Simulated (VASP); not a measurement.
# I (C2/c) in VASP: single point with PBE

Aim: the single point of I with PBE.

Everything below comes from runs of VASP 6.6.1. Logs are shortened: lines on timing, memory, paths and dates and some standing lists are left out, and cuts for length are marked.

## 1. The cell of the first run

It takes space group C2/c (No. 15, monoclinic). Conventional cell: a = 9.139 Å, b = 4.618 Å, c = 9.819 Å, α = 90.00°, β = 91.25°, γ = 90.00°. I (site symmetry 1) has 3 I at 2.81 to 3.41 Å within 3.7 Å.

## 2. Single point, PBE

Input file INCAR:

```
SYSTEM = I
PREC = Accurate ; ENCUT = 520
EDIFF = 1E-7 ; ISMEAR = 0
SIGMA = 0.02 ; LREAL = .False.
LASPH = .True. ; NELM = 100
ALGO = Normal ; ISIF = 2
LWAVE = .False. ; LCHARG = .False.
GGA = PE ; NBANDS = 22
```

Input file KPOINTS:

```
Automatic mesh
0
Gamma
  8 8 4
  0 0 0
```

Input file POSCAR:

```
I
1.0
    4.5688905678     -2.3088844694      0.0824849197
    4.5688905678      2.3088844694      0.0824849197
   -0.3909478835      0.0000000000      9.8113833869
I
4
Direct
    0.8401303843      0.6597549494      0.6219726717
    0.3402450506      0.1598696157      0.8780273283
    0.1598696157      0.3402450506      0.3780273283
    0.6597549494      0.8401303843      0.1219726717
```

Potentials or basis: VASP PAW PBE potentials, release 64 (I).

Run with:

```console
> cat potpaw_PBE.64/I/POTCAR > POTCAR
> mpirun -np 1 vasp_std > vasp.out
```

OUTCAR:

```text
SYSTEM = I
   PREC = Accurate
   ENCUT = 520
   EDIFF = 1E-7
   ISMEAR = 0
   LREAL = .False.
   LASPH = .True.
   NELM = 100
   ISIF = 2
   GGA = PE

 ion  position               nearest neighbor table
   1  0.840  0.660  0.622-   3 2.81   2 3.41   2 3.41
   2  0.340  0.160  0.878-   4 2.81   1 3.41   1 3.41
   3  0.160  0.340  0.378-   1 2.81   4 3.41   4 3.41
   4  0.660  0.840  0.122-   2 2.81   3 3.41   3 3.41

  LATTYP: Found a base centered monoclinic cell.
 ALAT       =     9.1392701640
 B/A-ratio  =     0.5052667069
 C/A-ratio  =     1.0743931458
 COS(beta)  =    -0.0217719297

  Lattice vectors:

 A1 = (   4.5688905678,  -2.3088844694,   0.0824849197)
 A2 = (   4.5688905678,   2.3088844694,   0.0824849197)
 A3 = (  -0.3909478835,   0.0000000000,   9.8113833869)

Analysis of symmetry for initial positions (statically):
=====================================================================
 Subroutine PRICEL returns:
 Original cell was already a primitive cell.

 Routine SETGRP: Setting up the symmetry group for a
 base centered monoclinic supercell.

 Subroutine GETGRP returns: Found  4 space group operations
 (whereof  2 operations were pure point group operations)
 out of a pool of  4 trial point group operations.

The static configuration has the point symmetry S_2 .
 The point group associated with its full space group is C_2h.

Analysis of symmetry for dynamics (positions and initial velocities):
=====================================================================
 Subroutine PRICEL returns:
 Original cell was already a primitive cell.

 Routine SETGRP: Setting up the symmetry group for a
 base centered monoclinic supercell.

 Subroutine GETGRP returns: Found  4 space group operations
 (whereof  2 operations were pure point group operations)
 out of a pool of  4 trial point group operations.

The dynamic configuration has the point symmetry S_2 .
 The point group associated with its full space group is C_2h.

 Subroutine INISYM returns: Found  4 space group operations
 (whereof  2 operations are pure point group operations),
 and found     1 'primitive' translations

----------------------------------------------------------------------------------------

                                     Primitive cell

  volume of cell :     207.1503

  direct lattice vectors                    reciprocal lattice vectors
     4.568890568 -2.308884469  0.082484920     0.109357089 -0.216554794  0.004357482
     4.568890568  2.308884469  0.082484920     0.109357089  0.216554794  0.004357482
    -0.390947883  0.000000000  9.811383387    -0.001838744  0.000000000  0.101849159

  length of vectors
     5.119815649  5.119815649  9.819169222     0.242639525  0.242639525  0.101865756

  position of ions in fractional coordinates (direct lattice)
     0.840130384  0.659754949  0.621972672
     0.340245051  0.159869616  0.878027328
     0.159869616  0.340245051  0.378027328
     0.659754949  0.840130384  0.121972672

  ion indices of the primitive-cell ions
   primitive index   ion index
                 1           1
                 2           2
                 3           3
                 4           4

----------------------------------------------------------------------------------------

 KPOINTS: Automatic mesh

Automatic generation of k-mesh.
 Grid dimensions read from file:
 generate k-points for:    8    8    4

 Generating k-lattice:

  Cartesian coordinates                     Fractional coordinates (reciprocal lattice)
     0.013669636 -0.027069349  0.000544685     0.125000000 -0.000000000  0.000000000
     0.013669636  0.027069349  0.000544685    -0.000000000  0.125000000  0.000000000
    -0.000459686  0.000000000  0.025462290     0.000000000  0.000000000  0.250000000

  Length of vectors
     0.030329941  0.030329941  0.025466439

  Shift w.r.t. Gamma in fractional coordinates (k-lattice)
     0.000000000  0.000000000  0.000000000

 Subroutine IBZKPT returns following result:
 ===========================================

 Found     78 irreducible k-points:

 Following reciprocal coordinates:
            Coordinates               Weight
  0.000000  0.000000  0.000000      1.000000
  0.125000 -0.000000 -0.000000      4.000000
  0.250000 -0.000000 -0.000000      4.000000
  0.375000  0.000000  0.000000      4.000000
  0.500000 -0.000000 -0.000000      2.000000
  0.125000  0.125000 -0.000000      2.000000
[... 16 lines left out ...]
  0.125000 -0.000000  0.250000      4.000000
  0.250000 -0.000000  0.250000      4.000000
 [... further k-points ...]
   k-points           NKPTS =     78   k-points in BZ     NKDIM =     78   number of bands    NBANDS=     22
   number of dos      NEDOS =    301   number of ions     NIONS =      4
   total plane-waves  NPLWV = 128000
   dimension x,y,z NGX =    40 NGY =   40 NGZ =   80
   dimension x,y,z NGXF=    80 NGYF=   80 NGZF=  160
   ions per type =               4
   NGX,Y,Z   is equivalent  to a cutoff of  12.99, 12.99, 13.54 a.u.
   NGXF,Y,Z  is equivalent  to a cutoff of  25.98, 25.98, 27.09 a.u.
 SYSTEM =  I
   PREC   = accura    normal or accurate (medium, high low for compatibility)
   ISTART =      0    job   : 0-new  1-cont  2-samecut
   ICHARG =      2    charge: 1-file 2-atom 10-const
   ISPIN  =      1    spin polarized calculation?
   LNONCOLLINEAR =      F non collinear calculations
   LSORBIT =      F    spin-orbit coupling
   LASPH  =      T    aspherical Exc in radial PAW
   ENCUT  =  520.0 eV  38.22 Ry    6.18 a.u.   9.52  9.52 18.26*2*pi/ulx,y,z
   NELM   =    100;   NELMIN=  2; NELMDL= -5     # of ELM steps
   EDIFF  = 0.1E-06   stopping-criterion for ELM
   LREAL  =      F    real-space projection
   EDIFFG = 0.1E-05   stopping-criterion for IOM
   NSW    =      0    number of steps for IOM
   IBRION =     -1    ionic relax: 0-MD 1-quasi-New 2-CG
   NFREE  =      0    steps in history (QN), initial steepest desc. (CG)
   ISIF   =      2    stress and relaxation
   ISYM   =      2    0-nonsym 1-usesym 2-fastsym
   POTIM  = 0.5000    time-step for ionic-motion
   TEBEG  =    0.0;   TEEND  =   0.0 temperature during run
   PSTRESS=    0.0 pullay stress
   NELECT =      28.0000    total number of electrons
   NUPDOWN=      -1.0000    fix difference up-down
   EMIN   =  10.00;   EMAX   =-10.00  energy-range for DOS
   EFERMI =   0.00;   METHOD = LEGACY
   ISMEAR =     0;   SIGMA  =   0.02  broadening in eV -4-tet -1-fermi 0-gaus
   EFERMI_NEDOS =   21; number of points for ismear=-14 and -15
   IALGO  =     38    algorithm
   IMIX   =      4    mixing-type and parameters
     AMIX     =   0.40;   BMIX     =  1.00
     AMIX_MAG =   1.60;   BMIX_MAG =  1.00
  volume/ion in A,a.u.               =      51.79       349.48
  Fermi-wavevector in a.u.,A,eV,Ry     =   0.840167  1.587686  9.604091  0.705881
  Thomas-Fermi vector in A             =   1.954505
   LORBIT       =      0    0 simple, 1 ext, 2 COOP (PROOUT), +10 PAW based schemes
   GGA     = PE    functional components
   LHFCALC =     F    Hartree Fock is set to
   AEXX    =    0.0000 exact exchange contribution
   IVDW    =     0    specifies the selected vdW correction
   LEPSILON=     F    determine dielectric tensor
   LRPA    =     F    only Hartree local field effects (RPA)
 non-spin polarized calculation
 Gauss-broadening in eV      SIGMA  =   0.02
  energy-cutoff  :      520.00
  volume of cell :      207.15
 maximum number of plane-waves:      5617
 NGX is ok and might be reduce to    40
   NGX = 19   NGY = 19   NGZ = 37

 number of electron      28.0000002 magnetization

 Free energy of the ion-electron system (eV)
  ---------------------------------------------------
  ext. energy  EPLUGINS =         0.00000000
  ---------------------------------------------------
  free energy    TOTEN  =        -6.09334610 eV

  energy without entropy =       -6.09334610  energy(sigma->0) =       -6.09334610

 E-fermi :   1.0814     XC(G=0):  -7.0662

 val. band max:        0.9764871191   @ k =   0.0000   0.0000   0.0000
 cond. band min:       2.0106454207   @ k =   0.1250  -0.0000  -0.0000
 fundamental gap:      1.0341583016
 Fermi energy:         1.0814262311

 k-point     1 :       0.0000    0.0000    0.0000
  band No.  band energies     occupation
      1     -12.2286      2.00000
      2     -11.5826      2.00000
      3     -10.7022      2.00000
      4      -9.5830      2.00000
      5      -3.2757      2.00000
      6      -2.0164      2.00000
[... 14 lines left out ...]
     21       8.3732      0.00000
     22       8.6698      0.00000

 k-point     2 :       0.1250   -0.0000   -0.0000
  band No.  band energies     occupation
      1     -12.1823      2.00000
      2     -11.5771      2.00000
      3     -10.6675      2.00000
      4      -9.6416      2.00000
      5      -3.2754      2.00000
      6      -2.1756      2.00000
[... 14 lines left out ...]
     21       8.3269      0.00000
     22       8.5879      0.00000

 k-point     3 :       0.2500   -0.0000   -0.0000
  band No.  band energies     occupation
      1     -12.0548      2.00000
      2     -11.5748      2.00000
      3     -10.5694      2.00000
      4      -9.8010      2.00000
      5      -3.3148      2.00000
      6      -2.6554      2.00000
[... 14 lines left out ...]
     21       8.1796      0.00000
     22       8.4475      0.00000

 k-point     4 :       0.3750    0.0000    0.0000
  band No.  band energies     occupation
      1     -11.8813      2.00000
      2     -11.6111      2.00000
      3     -10.4210      2.00000
      4     -10.0158      2.00000
      5      -3.3982      2.00000
      6      -3.1255      2.00000
[... 14 lines left out ...]
     21       8.6353      0.00000
     22       9.2241      0.00000

 k-point     5 :       0.5000   -0.0000   -0.0000
  band No.  band energies     occupation
      1     -11.7171      2.00000
      2     -11.7159      2.00000
      3     -10.2340      2.00000
      4     -10.2321      2.00000
      5      -3.3796      2.00000
      6      -3.3738      2.00000
[... 417 lines left out ...]
 k-point    22 :      -0.0000   -0.0000    0.2500
  band No.  band energies     occupation
      1     -12.1674      2.00000
      2     -11.7426      2.00000
      3     -10.4800      2.00000
      4      -9.7218      2.00000
      5      -3.1156      2.00000
      6      -2.2530      2.00000
[... 14 lines left out ...]
     21       8.7680      0.00000
     22       8.7896      0.00000

 k-point    23 :       0.1250   -0.0000    0.2500
  band No.  band energies     occupation
      1     -12.1234      2.00000
      2     -11.7228      2.00000
      3     -10.4656      2.00000
      4      -9.7687      2.00000
      5      -3.1492      2.00000
      6      -2.4133      2.00000
[... 14 lines left out ...]
     21       8.1906      0.00000
     22       8.4991      0.00000

 k-point    24 :       0.2500   -0.0000    0.2500
  band No.  band energies     occupation
      1     -12.0043      2.00000
      2     -11.6796      2.00000
      3     -10.4247      2.00000
      4      -9.8969      2.00000
      5      -3.2371      2.00000
      6      -2.7335      2.00000
[... 14 lines left out ...]
     21       8.1086      0.00000
     22       8.2677      0.00000

 [... further k-points ...]
[... 5 lines left out ...]
  --------------------------------------------------------------------------------------
  -------------------------------------------------------------------------------------
  Total       -0.0045169     -0.0390186     -0.0751487      0.0000000      0.0000000      0.0093553
  in kB       -0.0349352     -0.3017841     -0.5812280      0.0000000      0.0000000      0.0723576
  external PRESSURE =      -0.3059824 kB  Pullay stress =       0.0000000 kB

 VOLUME and BASIS-vectors are now :
 -----------------------------------------------------------------------------
  energy-cutoff  :      520.00
  volume of cell :      207.15
      direct lattice vectors                 reciprocal lattice vectors
     4.568890568 -2.308884469  0.082484920     0.109357089 -0.216554794  0.004357482
     4.568890568  2.308884469  0.082484920     0.109357089  0.216554794  0.004357482
    -0.390947883  0.000000000  9.811383387    -0.001838744  0.000000000  0.101849159

 POSITION                                       TOTAL-FORCE (eV/Angst)
 -----------------------------------------------------------------------------------
      6.60965     -0.41647      6.22613         0.001215     -0.010754     -0.012766
      1.94171     -0.41647      8.65591        -0.001215     -0.010754      0.012766
      2.13718      0.41647      3.75022        -0.001215      0.010754      0.012766
      6.80513      0.41647      1.32044         0.001215      0.010754     -0.012766
 -----------------------------------------------------------------------------------
    total drift:                                0.000000      0.000000      0.000000

  FREE ENERGIE OF THE ION-ELECTRON SYSTEM (eV)
  ---------------------------------------------------
  free  energy   TOTEN  =        -6.0933461033 eV

  energy  without entropy=       -6.0933461033  energy(sigma->0) =       -6.09334610
```

Run time: 3.4 min. Hardware: 1 thread of AMD EPYC 9R45 (Zen 5), shared host; peak memory 0.47 GiB.

Results:

```yaml
Free_energy: -6.0933 eV
Pressure: 0.0 GPa
Largest_force: 0.017 eV/Å
Band_gap_on_the_k_mesh: 1.03 eV (least direct gap 1.09 eV)
```

Forces on the atoms (eV/Å):
```
I    0.001 -0.011 -0.013
I   -0.001 -0.011  0.013
I   -0.001  0.011  0.013
I    0.001  0.011 -0.013
```

Caveat: spin-orbit coupling is left out, which moves the levels of the heavy elements.
